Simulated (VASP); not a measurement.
# Bi (Im-3m) in VASP: further runs

The runs below take Bi through single point, with PBEsol.

Everything below comes from runs of VASP 6.6.1. Logs are shortened: lines on timing, memory, paths and dates and some standing lists are left out, and cuts for length are marked.

**1. The cell of the first run**

Symmetry: Im-3m, No. 229, cubic system. Conventional cell: a = 4.110 Å, b = 4.110 Å, c = 4.110 Å, α = 90.00°, β = 90.00°, γ = 90.00°. Bi (site symmetry m-3m) has 14 Bi at 3.56 to 4.11 Å within 4.7 Å.

**2. Single point, PBEsol**

Input file INCAR:

```
PREC = Accurate ; ENCUT = 500
EDIFF = 1E-6 ; ISMEAR = -1
SIGMA = 0.1272 ; LREAL = False
LASPH = True ; NELM = 120
ALGO = Normal ; ISIF = 2
LWAVE = False ; LCHARG = True
GGA = PS ; LELF = True
LVHAR = True ; NBANDS = 14
GGA_COMPAT = False
```

Input file KPOINTS:

```
Automatic mesh
0
Gamma
  6 6 6
```

Input file POSCAR:

```
Bi
1.0
   -2.0551970000      2.0551970000      2.0551970000
    2.0551970000     -2.0551970000      2.0551970000
    2.0551970000      2.0551970000     -2.0551970000
Bi
1
Direct
    0.0000000000      0.0000000000      0.0000000000
```

Potentials or basis: VASP PAW PBE potentials, release 64 (Bi_d).

Launch:

```sh
$ cat potpaw_PBE.64/Bi_d/POTCAR > POTCAR
$ mpirun -np 1 vasp_std > vasp.out
```

OUTCAR:

```text
PREC = Accurate
   ENCUT = 500
   EDIFF = 1E-6
   ISMEAR = -1
   LREAL = False
   LASPH = True
   NELM = 120
   ISIF = 2
   GGA = PS

 ion  position               nearest neighbor table
   1  0.000  0.000  0.000-

  LATTYP: Found a body centered cubic cell.
 ALAT       =     4.1103940000

  Lattice vectors:

 A1 = (  -2.0551970000,   2.0551970000,   2.0551970000)
 A2 = (   2.0551970000,  -2.0551970000,   2.0551970000)
 A3 = (   2.0551970000,   2.0551970000,  -2.0551970000)

Analysis of symmetry for initial positions (statically):
=====================================================================
 Subroutine PRICEL returns:
 Original cell was already a primitive cell.

 Routine SETGRP: Setting up the symmetry group for a
 body centered cubic supercell.

 Subroutine GETGRP returns: Found 48 space group operations
 (whereof 48 operations were pure point group operations)
 out of a pool of 48 trial point group operations.

The static configuration has the point symmetry O_h .

Analysis of symmetry for dynamics (positions and initial velocities):
=====================================================================
 Subroutine PRICEL returns:
 Original cell was already a primitive cell.

 Routine SETGRP: Setting up the symmetry group for a
 body centered cubic supercell.

 Subroutine GETGRP returns: Found 48 space group operations
 (whereof 48 operations were pure point group operations)
 out of a pool of 48 trial point group operations.

The dynamic configuration has the point symmetry O_h .

 Subroutine INISYM returns: Found 48 space group operations
 (whereof 48 operations are pure point group operations),
 and found     1 'primitive' translations

----------------------------------------------------------------------------------------

                                     Primitive cell

  volume of cell :      34.7232

  direct lattice vectors                    reciprocal lattice vectors
    -2.055197000  2.055197000  2.055197000     0.000000000  0.243285680  0.243285680
     2.055197000 -2.055197000  2.055197000     0.243285680  0.000000000  0.243285680
     2.055197000  2.055197000 -2.055197000     0.243285680  0.243285680  0.000000000

  length of vectors
     3.559705624  3.559705624  3.559705624     0.344057908  0.344057908  0.344057908

  position of ions in fractional coordinates (direct lattice)
     0.000000000  0.000000000  0.000000000

  ion indices of the primitive-cell ions
   primitive index   ion index
                 1           1

----------------------------------------------------------------------------------------

 KPOINTS: Automatic mesh

Automatic generation of k-mesh.
 Grid dimensions read from file:
 generate k-points for:    6    6    6

 Generating k-lattice:

  Cartesian coordinates                     Fractional coordinates (reciprocal lattice)
     0.000000000  0.040547613  0.040547613     0.166666667  0.000000000  0.000000000
     0.040547613  0.000000000  0.040547613     0.000000000  0.166666667  0.000000000
     0.040547613  0.040547613  0.000000000     0.000000000  0.000000000  0.166666667

  Length of vectors
     0.057342985  0.057342985  0.057342985

  Shift w.r.t. Gamma in fractional coordinates (k-lattice)
     0.000000000  0.000000000  0.000000000

 Subroutine IBZKPT returns following result:
 ===========================================

 Found     16 irreducible k-points:

 Following reciprocal coordinates:
            Coordinates               Weight
  0.000000  0.000000  0.000000      1.000000
  0.166667  0.000000  0.000000     12.000000
  0.333333  0.000000  0.000000     12.000000
  0.500000  0.000000  0.000000      6.000000
  0.166667  0.166667  0.000000     24.000000
  0.333333  0.166667  0.000000     48.000000
[... 8 lines left out ...]
  0.500000  0.500000  0.333333     12.000000
  0.500000  0.500000  0.500000      1.000000
   k-points           NKPTS =     16   k-points in BZ     NKDIM =     16   number of bands    NBANDS=     14
   number of dos      NEDOS =    301   number of ions     NIONS =      1
   total plane-waves  NPLWV =  21952
   dimension x,y,z NGX =    28 NGY =   28 NGZ =   28
   dimension x,y,z NGXF=    56 NGYF=   56 NGZF=   56
   ions per type =               1
   NGX,Y,Z   is equivalent  to a cutoff of  13.08, 13.08, 13.08 a.u.
   NGXF,Y,Z  is equivalent  to a cutoff of  26.15, 26.15, 26.15 a.u.
 SYSTEM =  unknown system
   PREC   = accura    normal or accurate (medium, high low for compatibility)
   ISTART =      0    job   : 0-new  1-cont  2-samecut
   ICHARG =      2    charge: 1-file 2-atom 10-const
   ISPIN  =      1    spin polarized calculation?
   LNONCOLLINEAR =      F non collinear calculations
   LSORBIT =      F    spin-orbit coupling
   LASPH  =      T    aspherical Exc in radial PAW
   ENCUT  =  500.0 eV  36.75 Ry    6.06 a.u.   6.49  6.49  6.49*2*pi/ulx,y,z
   NELM   =    120;   NELMIN=  2; NELMDL= -5     # of ELM steps
   EDIFF  = 0.1E-05   stopping-criterion for ELM
   LREAL  =      F    real-space projection
   EDIFFG = 0.1E-04   stopping-criterion for IOM
   NSW    =      0    number of steps for IOM
   IBRION =     -1    ionic relax: 0-MD 1-quasi-New 2-CG
   NFREE  =      0    steps in history (QN), initial steepest desc. (CG)
   ISIF   =      2    stress and relaxation
   ISYM   =      2    0-nonsym 1-usesym 2-fastsym
   POTIM  = 0.5000    time-step for ionic-motion
   TEBEG  =    0.0;   TEEND  =   0.0 temperature during run
   PSTRESS=    0.0 pullay stress
   NELECT =      15.0000    total number of electrons
   NUPDOWN=      -1.0000    fix difference up-down
   EMIN   =  10.00;   EMAX   =-10.00  energy-range for DOS
   EFERMI =   0.00;   METHOD = LEGACY
   ISMEAR =    -1;   SIGMA  =   0.13  broadening in eV -4-tet -1-fermi 0-gaus
   EFERMI_NEDOS =   21; number of points for ismear=-14 and -15
   IALGO  =     38    algorithm
   IMIX   =      4    mixing-type and parameters
     AMIX     =   0.40;   BMIX     =  1.00
     AMIX_MAG =   1.60;   BMIX_MAG =  1.00
  volume/ion in A,a.u.               =      34.72       234.32
  Fermi-wavevector in a.u.,A,eV,Ry     =   1.237557  2.338643 20.837959  1.531547
  Thomas-Fermi vector in A             =   2.372119
   LORBIT       =      0    0 simple, 1 ext, 2 COOP (PROOUT), +10 PAW based schemes
   GGA     = PS    functional components
   LHFCALC =     F    Hartree Fock is set to
   AEXX    =    0.0000 exact exchange contribution
   IVDW    =     0    specifies the selected vdW correction
   LEPSILON=     F    determine dielectric tensor
   LRPA    =     F    only Hartree local field effects (RPA)
 non-spin polarized calculation
  energy-cutoff  :      500.00
  volume of cell :       34.72
 maximum number of plane-waves:       935
 NGX is ok and might be reduce to    28
   NGX = 13   NGY = 13   NGZ = 13

 number of electron      14.9999997 magnetization

 Free energy of the ion-electron system (eV)
  ---------------------------------------------------
  ext. energy  EPLUGINS =         0.00000000
  ---------------------------------------------------
  free energy    TOTEN  =        -4.12857064 eV

  energy without entropy =       -4.07783807  energy(sigma->0) =       -4.10320436

 E-fermi :   6.3043     XC(G=0):  -9.9270

 val. band max:        6.2152036407   @ k =   0.3333   0.1667   0.1667
 cond. band min:       6.6481583917   @ k =   0.1667   0.1667   0.1667
 fundamental gap:      0.4329547510
 Fermi energy:         6.3042859147

 k-point     1 :       0.0000    0.0000    0.0000
  band No.  band energies     occupation
      1     -16.4388      2.00000
      2     -16.4388      2.00000
      3     -16.4388      2.00000
      4     -16.3500      2.00000
      5     -16.3500      2.00000
      6      -6.3838      2.00000
      7      10.8227      0.00000
      8      10.8227      0.00000
      9      10.8227      0.00000
     10      14.2352      0.00000
     11      16.8707      0.00000
     12      16.8707      0.00000
     13      16.8707      0.00000
     14      17.4845      0.00000

 k-point     2 :       0.1667    0.0000    0.0000
  band No.  band energies     occupation
      1     -16.4454      2.00000
      2     -16.4270      2.00000
      3     -16.4023      2.00000
      4     -16.3571      2.00000
      5     -16.3515      2.00000
      6      -5.9524      2.00000
      7       7.6430      0.00005
      8       9.7959      0.00000
      9      10.5055      0.00000
     10      14.1099      0.00000
     11      15.2355      0.00000
     12      16.4864      0.00000
     13      16.8952      0.00000
     14      19.0744      0.00000

 k-point     3 :       0.3333    0.0000    0.0000
  band No.  band energies     occupation
      1     -16.4585      2.00000
      2     -16.4155      2.00000
      3     -16.3606      2.00000
      4     -16.3544      2.00000
      5     -16.3284      2.00000
      6      -4.8025      2.00000
      7       3.8210      2.00000
      8       8.3788      0.00000
      9       9.8706      0.00000
     10      12.5423      0.00000
     11      14.1194      0.00000
     12      17.2424      0.00000
     13      18.4991      0.00000
     14      22.5049      0.00000
[... 188 lines left out ...]
 k-point    15 :       0.5000    0.5000    0.3333
  band No.  band energies     occupation
      1     -16.4285      2.00000
      2     -16.4216      2.00000
      3     -16.3452      2.00000
      4     -16.3249      2.00000
      5     -16.3010      2.00000
      6      -2.7829      2.00000
      7       3.8107      2.00000
      8       5.4057      1.99829
      9       5.8174      1.95741
     10      11.1403      0.00000
     11      12.0031      0.00000
     12      19.2160      0.00000
     13      19.3411      0.00000
     14      22.6781      0.00000

 k-point    16 :       0.5000    0.5000    0.5000
  band No.  band energies     occupation
      1     -16.4430      2.00000
      2     -16.4430      2.00000
      3     -16.3043      2.00000
      4     -16.3043      2.00000
      5     -16.3043      2.00000
      6      -2.2534      2.00000
      7       4.8717      1.99997
      8       4.8717      1.99997
      9       4.8717      1.99997
     10      10.0707      0.00000
     11      10.0707      0.00000
     12      21.4995      0.00000
     13      23.0835      0.00000
     14      23.0835      0.00000

------------------------ aborting loop because EDIFF is reached ----------------------------------------

  FORCE on cell =-STRESS in cart. coord.  units (eV):
  Direction    XX          YY          ZZ          XY          YZ          ZX
  --------------------------------------------------------------------------------------
  -------------------------------------------------------------------------------------
  Total       -1.3724190     -1.3724190     -1.3724190      0.0000000      0.0000000     -0.0000000
  in kB      -63.3252558    -63.3252558    -63.3252558      0.0000000      0.0000000     -0.0000000
  external PRESSURE =     -63.3252558 kB  Pullay stress =       0.0000000 kB

 VOLUME and BASIS-vectors are now :
 -----------------------------------------------------------------------------
  energy-cutoff  :      500.00
  volume of cell :       34.72
      direct lattice vectors                 reciprocal lattice vectors
    -2.055197000  2.055197000  2.055197000     0.000000000  0.243285680  0.243285680
     2.055197000 -2.055197000  2.055197000     0.243285680  0.000000000  0.243285680
     2.055197000  2.055197000 -2.055197000     0.243285680  0.243285680  0.000000000

 POSITION                                       TOTAL-FORCE (eV/Angst)
 -----------------------------------------------------------------------------------
      0.00000      0.00000      0.00000         0.000000     -0.000000      0.000000
 -----------------------------------------------------------------------------------
    total drift:                               -0.000000     -0.000000     -0.000000

  FREE ENERGIE OF THE ION-ELECTRON SYSTEM (eV)
  ---------------------------------------------------
  free  energy   TOTEN  =        -4.1285706415 eV

  energy  without entropy=       -4.0778380708  energy(sigma->0) =       -4.10320436
```

Run time: 21 s. Hardware: 1 thread of Intel Xeon 8259CL, shared host; peak memory 0.15 GiB.

What came out:

| Property | Result |
| --- | --- |
| Free energy | -4.1286 eV |
| Pressure | -6.3 GPa |

Levels at points of the mesh, in eV from the Fermi level:
| k point | band 3 | band 4 | band 5 | band 6 | band 7 | band 8 | band 9 | band 10 | band 11 | band 12 |
| --- | --- | --- | --- | --- | --- | --- | --- | --- | --- | --- |
| (0.00, 0.00, 0.00) | -22.74 | -22.65 | -22.65 | -12.69 | 4.52 | 4.52 | 4.52 | 7.93 | 10.57 | 10.57 |
| (0.50, 0.00, 0.00) | -22.66 | -22.66 | -22.60 | -10.22 | -4.33 | 1.52 | 3.27 | 5.74 | 7.45 | 11.94 |
| (0.50, 0.50, 0.50) | -22.61 | -22.61 | -22.61 | -8.56 | -1.43 | -1.43 | -1.43 | 3.77 | 3.77 | 15.20 |

Caveat: the k points lie up to 0.36 Å⁻¹ apart; the PAW data sets were made with another functional, which shifts forces and pressure a little; spin-orbit coupling is left out, which moves the levels of the heavy elements.

**3. Single point, PBEsol**

Input file INCAR:

```
SYSTEM = Bi
PREC     = Accurate       ! precision mode
ENCUT    = 500            ! plane-wave cutoff, eV
EDIFF    = 1E-6           ! SCF threshold, eV
ISMEAR   = -1             ! smearing method
SIGMA    = 0.1272         ! smearing width, eV
LREAL    = .FALSE.        ! projectors in reciprocal space
LASPH    = .TRUE.         ! aspherical terms in the spheres
NELM     = 120            ! most SCF steps
ALGO     = Normal         ! electronic algorithm
ISIF     = 2              ! what is computed and relaxed
LWAVE    = .FALSE.        ! write WAVECAR
LCHARG   = .FALSE.        ! write CHGCAR
GGA      = PS             ! functional
NBANDS   = 14             ! bands
GGA_COMPAT= .FALSE.
```

Input file KPOINTS:

```
regular mesh
0
G
  6 6 6
  0 0 0
```

POSCAR is that of step 2.

Potentials or basis: VASP PAW PBE potentials, release 64 (Bi_d).

Launch:

```sh
$ cat potpaw_PBE.64/Bi_d/POTCAR > POTCAR
$ mpirun -np 1 vasp_std > vasp.out
```

Wall time 19 s (1 thread of Intel Xeon 8259CL, shared host); peak memory 0.15 GiB.

It converged, with:

* Free energy: -4.1286 eV
* Pressure: -6.3 GPa

Levels at points of the mesh, in eV from the Fermi level:
| k point | band 4 | band 5 | band 6 | band 7 | band 8 | band 9 | band 10 | band 11 |
| --- | --- | --- | --- | --- | --- | --- | --- | --- |
| (0.00, 0.00, 0.00) | -22.65 | -22.65 | -12.69 | 4.52 | 4.52 | 4.52 | 7.93 | 10.57 |
| (0.50, 0.00, 0.00) | -22.66 | -22.60 | -10.22 | -4.33 | 1.52 | 3.27 | 5.74 | 7.45 |
| (0.50, 0.50, 0.50) | -22.61 | -22.61 | -8.56 | -1.43 | -1.43 | -1.43 | 3.77 | 3.77 |

Caveat: the k points lie up to 0.36 Å⁻¹ apart; the PAW data sets were made with another functional, which shifts forces and pressure a little; spin-orbit coupling is left out, which moves the levels of the heavy elements.
